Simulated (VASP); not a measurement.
# W16N (a cell with a defect) in VASP: notebook

Runs on W16N (a cell with a defect). Level: PBEsol. Tasks: single point.

Everything below comes from runs of VASP 6.6.1. Logs are shortened: lines on timing, memory, paths and dates and some standing lists are left out, and cuts for length are marked.

## (1) The cell of the first run

The cell holds a defect, 17 atoms: a = 6.320 Å, b = 6.320 Å, c = 6.320 Å, α = 90.00°, β = 90.00°, γ = 90.00°.

## (2) Single point, PBEsol

File INCAR:

```
PREC = Accurate
ENCUT = 520
EDIFF = 1E-7
ISMEAR = -1
SIGMA = 0.1
LREAL = Auto
LASPH = T
NELM = 60
ALGO = Normal
ISIF = 2
LWAVE = F
LCHARG = F
GGA = PS
NBANDS = 128
```

File KPOINTS:

```
regular mesh
0
Gamma
  3 3 3
```

File POSCAR:

```
W16N
1.0
    6.3200000000      0.0000000000      0.0000000000
    0.0000000000      6.3200000000      0.0000000000
    0.0000000000      0.0000000000      6.3200000000
W N
16 1
Direct
   -0.0011954114      0.0044602848     -0.0009841772
    0.5002984177      0.0044656646     -0.0009840190
   -0.0040219937      0.5108112342     -0.0009925633
   -0.0082585443     -0.0041071203      0.4990123418
    0.2495518987      0.2520376582      0.2900716772
    0.5031354430      0.5108166139     -0.0009925633
    0.5073650316     -0.0041056962      0.4990125000
    0.7495552215      0.2556825949      0.2503155063
   -0.0068473101      0.5102886076      0.4990069620
    0.2495545886      0.7586640823      0.2505563291
    0.2495517405      0.2520677215      0.7079425633
    0.5059542722      0.5102873418      0.4990069620
    0.7495549051      0.7583702532      0.2463106013
    0.7495552215      0.2556740506      0.7477034810
    0.2495545886      0.7586566456      0.7474656646
    0.7495549051      0.7583783228      0.7517045886
    0.2495662975      0.2991928797     -0.0009886076
```

Potentials or basis: VASP PAW PBE potentials, release 64 (W_sv, N).

The run is started by

```
$ cat potpaw_PBE.64/W_sv/POTCAR potpaw_PBE.64/N/POTCAR > POTCAR
$ mpirun -np 1 vasp_std > vasp.out
```

OUTCAR:

```text
PREC = Accurate
   ENCUT = 520
   EDIFF = 1E-7
   ISMEAR = -1
   LREAL = Auto
   LASPH = T
   NELM = 60
   ISIF = 2
   GGA = PS

 ion  position               nearest neighbor table
   1  0.999  0.004  0.999-  17 2.45  13 2.71  16 2.71  10 2.73  15 2.73   8 2.74  14 2.74   5 2.89
                            11 2.89   3 3.12   2 3.15   4 3.16   4 3.16   2 3.17   3 3.20
   2  0.500  0.004  0.999-  17 2.45  13 2.71  16 2.71  10 2.73  15 2.73   8 2.74  14 2.74   5 2.89
                            11 2.89   6 3.12   1 3.15   7 3.16   7 3.16   1 3.17   6 3.20
   3  0.996  0.511  0.999-  17 2.09  13 2.70  16 2.70   8 2.75  14 2.75  15 2.75  10 2.75  11 2.94
                             5 2.94   6 3.11   1 3.12   9 3.16   9 3.16   1 3.20   6 3.21
   4  0.992  0.996  0.499-   5 2.65  11 2.65  16 2.67  13 2.67  10 2.71  15 2.71  14 2.74   8 2.74
                             7 3.06   9 3.07   1 3.16   1 3.16   9 3.25   7 3.26
   5  0.250  0.252  0.290-  17 1.86  11 2.64   4 2.65   7 2.65   9 2.65  12 2.65   2 2.89   1 2.89
                             3 2.94   6 2.94  10 3.13   8 3.17   8 3.17  10 3.21
   6  0.503  0.511  0.999-  17 2.09  13 2.70  16 2.70   8 2.75  14 2.75  15 2.75  10 2.75  11 2.94
                             5 2.94   3 3.11   2 3.12  12 3.16  12 3.16   2 3.20   3 3.21
   7  0.507  0.996  0.499-   5 2.65  11 2.65  16 2.67  13 2.67  10 2.71  15 2.71  14 2.74   8 2.74
                             4 3.06  12 3.07   2 3.16   2 3.16  12 3.25   4 3.26
   8  0.750  0.256  0.250-   9 2.73  12 2.73   4 2.74   7 2.74   1 2.74   2 2.74   3 2.75   6 2.75
                            13 3.14  14 3.14   5 3.17   5 3.17  14 3.18  13 3.18
   9  0.993  0.510  0.499-  11 2.65   5 2.65  13 2.72  16 2.72   8 2.73  14 2.73  10 2.75  15 2.75
                             4 3.07  12 3.08   3 3.16   3 3.16  12 3.24   4 3.25
  10  0.250  0.759  0.251-   7 2.71   4 2.71   2 2.73   1 2.73   6 2.75   3 2.75  12 2.75   9 2.75
                             5 3.13  15 3.14  13 3.16  13 3.16  15 3.18   5 3.21
  11  0.250  0.252  0.708-  17 1.86   5 2.64   4 2.65   7 2.65   9 2.65  12 2.65   2 2.89   1 2.89
                             3 2.94   6 2.94  15 3.13  14 3.17  14 3.17  15 3.21
  12  0.506  0.510  0.499-  11 2.65   5 2.65  13 2.72  16 2.72   8 2.73  14 2.73  10 2.75  15 2.75
                             7 3.07   9 3.08   6 3.16   6 3.16   9 3.24   7 3.25
  13  0.750  0.758  0.246-   4 2.67   7 2.67   6 2.70   3 2.70   1 2.71   2 2.71   9 2.72  12 2.72
                            16 3.13   8 3.14  10 3.16  10 3.16   8 3.18  16 3.19
  14  0.750  0.256  0.748-   9 2.73  12 2.73   4 2.74   7 2.74   1 2.74   2 2.74   3 2.75   6 2.75
                            16 3.14   8 3.14  11 3.17  11 3.17   8 3.18  16 3.18
  15  0.250  0.759  0.747-   7 2.71   4 2.71   2 2.73   1 2.73   6 2.75   3 2.75  12 2.75   9 2.75
                            11 3.13  10 3.14  16 3.16  16 3.16  10 3.18  11 3.21
  16  0.750  0.758  0.752-   4 2.67   7 2.67   6 2.70   3 2.70   1 2.71   2 2.71   9 2.72  12 2.72
                            13 3.13  14 3.14  15 3.16  15 3.16  14 3.18  13 3.19
  17  0.250  0.299  0.999-   5 1.86  11 1.86   6 2.09   3 2.09   2 2.45   1 2.45

  LATTYP: Found a simple cubic cell.
 ALAT       =     6.3200000000

  Lattice vectors:

 A1 = (   6.3200000000,   0.0000000000,   0.0000000000)
 A2 = (   0.0000000000,   6.3200000000,   0.0000000000)
 A3 = (   0.0000000000,   0.0000000000,   6.3200000000)

[... 165 lines left out ...]
     AMIX_MAG =   1.60;   BMIX_MAG =  1.00
  volume/ion in A,a.u.               =      14.85       100.21
  Fermi-wavevector in a.u.,A,eV,Ry     =   1.584782  2.994804 34.171502  2.511535
  Thomas-Fermi vector in A             =   2.684347
   LORBIT       =      0    0 simple, 1 ext, 2 COOP (PROOUT), +10 PAW based schemes
   GGA     = PS    functional components
   LHFCALC =     F    Hartree Fock is set to
   AEXX    =    0.0000 exact exchange contribution
   IVDW    =     0    specifies the selected vdW correction
   LEPSILON=     F    determine dielectric tensor
   LRPA    =     F    only Hartree local field effects (RPA)
 non-spin polarized calculation
  energy-cutoff  :      520.00
  volume of cell :      252.44
 maximum number of plane-waves:      6859
   NGX = 23   NGY = 23   NGZ = 23

 number of electron     228.9999993 magnetization

 Free energy of the ion-electron system (eV)
  ---------------------------------------------------
  ext. energy  EPLUGINS =         0.00000000
  ---------------------------------------------------
  free energy    TOTEN  =      -227.88686035 eV

  energy without entropy =     -227.56410427  energy(sigma->0) =     -227.72548231

 E-fermi :  11.7501     XC(G=0): -13.9017

 val. band max:       11.7337683863   @ k =   0.0000  -0.3333   0.3333
 cond. band min:      11.7550968026   @ k =   0.3333   0.0000   0.0000
 fundamental gap:      0.0213284163
 Fermi energy:        11.7500681034

 k-point     1 :       0.0000    0.0000    0.0000
  band No.  band energies     occupation
      1     -62.5635      2.00000
      2     -62.5372      2.00000
      3     -62.4925      2.00000
      4     -62.4675      2.00000
      5     -62.4474      2.00000
      6     -62.3926      2.00000
[... 1795 lines left out ...]
    125      13.5172      0.00000
    126      13.7016      0.00000
 [bands above 126 left out]

------------------------ aborting loop because EDIFF is reached ----------------------------------------

  FORCE on cell =-STRESS in cart. coord.  units (eV):
  Direction    XX          YY          ZZ          XY          YZ          ZX
  --------------------------------------------------------------------------------------
  -------------------------------------------------------------------------------------
  Total        8.9003856      8.9301069     28.4636607      0.0008388     -0.0013591      0.0009051
  in kB       56.4895569     56.6781944    180.6550477      0.0053237     -0.0086261      0.0057444
  external PRESSURE =      97.9409330 kB  Pullay stress =       0.0000000 kB

 VOLUME and BASIS-vectors are now :
 -----------------------------------------------------------------------------
  energy-cutoff  :      520.00
  volume of cell :      252.44
      direct lattice vectors                 reciprocal lattice vectors
     6.320000000  0.000000000  0.000000000     0.158227848  0.000000000  0.000000000
     0.000000000  6.320000000  0.000000000     0.000000000  0.158227848  0.000000000
     0.000000000  0.000000000  6.320000000     0.000000000  0.000000000  0.158227848

 POSITION                                       TOTAL-FORCE (eV/Angst)
 -----------------------------------------------------------------------------------
      6.31244      0.02819      6.31378         0.005219      0.160940     -0.001476
      3.16189      0.02822      6.31378        -0.004828      0.161296     -0.000535
      6.29458      3.22833      6.31373         0.173319      0.025682      0.000651
      6.26781      6.29404      3.15376        -0.063276      0.044544      0.000083
      1.57717      1.59288      1.83325         0.000554      0.133101      0.343114
      3.17982      3.22836      6.31373        -0.172753      0.026474     -0.000519
[... 9 lines left out ...]
      4.73719      4.79295      4.75077        -0.000002     -0.027494      0.101579
      1.57726      1.89090      6.31375         0.000182     -1.113596     -0.000871
 -----------------------------------------------------------------------------------
    total drift:                               -0.002450     -0.015256      0.000010

  FREE ENERGIE OF THE ION-ELECTRON SYSTEM (eV)
  ---------------------------------------------------
  free  energy   TOTEN  =      -227.8868603508 eV

  energy  without entropy=     -227.5641042696  energy(sigma->0) =     -227.72548231
```

OSZICAR:

```text
N       E                     dE             d eps       ncg     rms          rms(c)
DAV:   1     0.357471048858E+04    0.35747E+04   -0.12886E+05  3584   0.213E+03
DAV:   2     0.910096662581E+02   -0.34837E+04   -0.34297E+04  3584   0.726E+02
DAV:   3    -0.219680809886E+03   -0.31069E+03   -0.29589E+03  4120   0.184E+02
[... 11 lines left out ...]
DAV:  15    -0.227886862084E+03   -0.76227E-06   -0.28003E-05  4208   0.242E-02    0.141E-02
DAV:  16    -0.227886861306E+03    0.77841E-06   -0.40927E-06  4192   0.103E-02    0.679E-03
DAV:  17    -0.227886860702E+03    0.60330E-06   -0.22678E-06  3648   0.608E-03    0.281E-03
DAV:  18    -0.227886860367E+03    0.33546E-06   -0.38896E-07  2984   0.272E-03    0.111E-03
DAV:  19    -0.227886860351E+03    0.16094E-07   -0.48441E-08  2128   0.108E-03
   1 F= -.22788686E+03 E0= -.22772548E+03  d E =-.322756E+00
```

stdout:

```text
POSCAR found type information on POSCAR W N
 POSCAR found :  2 types and      17 ions
 scaLAPACK will be used
 -----------------------------------------------------------------------------
|                                                                             |
|                                                                             |
|     You enforced a specific xc type in the INCAR file but a different       |
|     I HOPE YOU KNOW WHAT YOU ARE DOING!                                     |
|                                                                             |
 -----------------------------------------------------------------------------

 LDA part: xc-table for (Slater+PW92), standard interpolation
 POSCAR, INCAR and KPOINTS ok, starting setup
 FFT: planning ... GRIDC
 FFT: planning ... GRID_SOFT
 FFT: planning ... GRID
 WAVECAR not read
 entering main loop
```

Wall time 29 min (1 thread of Intel Xeon 8259CL, shared host); peak memory 0.5 GiB.

Results:

* Free energy: -227.8869 eV
* Pressure: 9.8 GPa
* Largest force: 1.114 eV/Å
* Band gap on the k mesh: zero (an odd number of electrons rules out a gap without spin polarisation)

Forces on the atoms (eV/Å):
```
W    0.005  0.161 -0.001
W   -0.005  0.161 -0.001
W    0.173  0.026  0.001
W   -0.063  0.045  0.000
W    0.001  0.133  0.343
W   -0.173  0.026 -0.001
W    0.062  0.045  0.000
W    0.000  0.055  0.002
W   -0.058  0.163  0.000
W   -0.001 -0.001  0.005
W    0.000  0.129 -0.341
W    0.057  0.162  0.000
W    0.000 -0.024 -0.099
W    0.000  0.057 -0.003
W    0.000  0.003 -0.006
W    0.000 -0.027  0.102
N    0.000 -1.114 -0.001
```

Caveat: the PAW data sets were made with another functional, which shifts forces and pressure a little; spin-orbit coupling is left out, which moves the levels of the heavy elements.

## (3) Single point, PBEsol

File INCAR:

```
SYSTEM = W16N
ALGO = Normal
EDIFF = 1E-7
ENCUT = 520
GGA = PS
ISIF = 2
ISMEAR = -1
LASPH = .True.
LCHARG = .False.
LREAL = Auto
LWAVE = .False.
NBANDS = 128
NELM = 80
PREC = Accurate
SIGMA = 0.1
```

File KPOINTS:

```
k-points
0
Gamma
  3 3 3
  0 0 0
```

File POSCAR:

```
W16N
1.0
    6.3200000000      0.0000000000      0.0000000000
    0.0000000000      6.3200000000      0.0000000000
    0.0000000000      0.0000000000      6.3200000000
W N
16 1
Direct
   -0.0017612342     -0.0019325949     -0.0053620253
    0.5013280063     -0.0019327532     -0.0053615506
   -0.0412895570      0.5046753165     -0.0054159810
    0.0024852848     -0.0016433544      0.4946362342
    0.2497835443      0.2458443038      0.2482623418
    0.5408572785      0.5046757911     -0.0054147152
    0.4970816456     -0.0016433544      0.4946363924
    0.7497838608      0.2464487342      0.2510194620
   -0.0015238924      0.5010452532      0.4946537975
    0.2497840190      0.7521814873      0.2453224684
    0.2497833861      0.2459865506      0.7411155063
    0.5010909810      0.5010449367      0.4946539557
    0.7497844937      0.7608170886      0.2524267405
    0.7497832278      0.2464177215      0.7382169304
    0.2497840190      0.7523128165      0.7438287975
    0.7497837025      0.7608517405      0.7367974684
    0.2497838608      0.4575650316     -0.0051126582
```

Potentials or basis: VASP PAW PBE potentials, release 64 (W_sv, N).

The run is started by

```
$ cat potpaw_PBE.64/W_sv/POTCAR potpaw_PBE.64/N/POTCAR > POTCAR
$ mpirun -np 1 vasp_std > vasp.out
```

Wall time 15 min (1 thread of Oxide Virtual Turin-like, shared host); peak memory 0.42 GiB.

The run converged. Its results:

| Item | Value |
| --- | --- |
| Free energy | -227.8873 eV |
| Pressure | 9.8 GPa |
| Largest force | 1.114 eV/Å |
| Band gap on the k mesh | zero (an odd number of electrons rules out a gap without spin polarisation) |

Forces in eV/Å, atoms in the order of the input:
```
W   -0.005 -0.003 -0.001
W    0.005 -0.003 -0.001
W   -0.341 -0.134  0.000
W    0.099  0.025  0.001
W    0.000 -0.022 -0.176
W    0.341 -0.134  0.000
W   -0.099  0.025  0.001
W    0.000 -0.161  0.058
W   -0.003 -0.056  0.001
W    0.000 -0.160 -0.004
W    0.000 -0.028  0.173
W    0.003 -0.056  0.001
W    0.000 -0.042  0.067
W    0.000 -0.162 -0.060
W    0.000 -0.159  0.006
W    0.000 -0.046 -0.065
N    0.000  1.114 -0.001
```

Stress tensor (GPa, compression positive):
```
18.06  0.00  0.00
 0.00  5.68 -0.02
 0.00 -0.02  5.64
```

Levels at points of the mesh, in eV from the Fermi level:
```
           k point  band 112  band 113  band 114  band 115  band 116  band 117  band 118  band 119
(0.00, 0.00, 0.00)     -0.58     -0.55     -0.19      0.35      0.40      0.53      0.55      0.55
```

Caveat: the PAW data sets were made with another functional, which shifts forces and pressure a little; spin-orbit coupling is left out, which moves the levels of the heavy elements.

The gap in the log of VASP goes by the Fermi energy; the results here count the filled bands.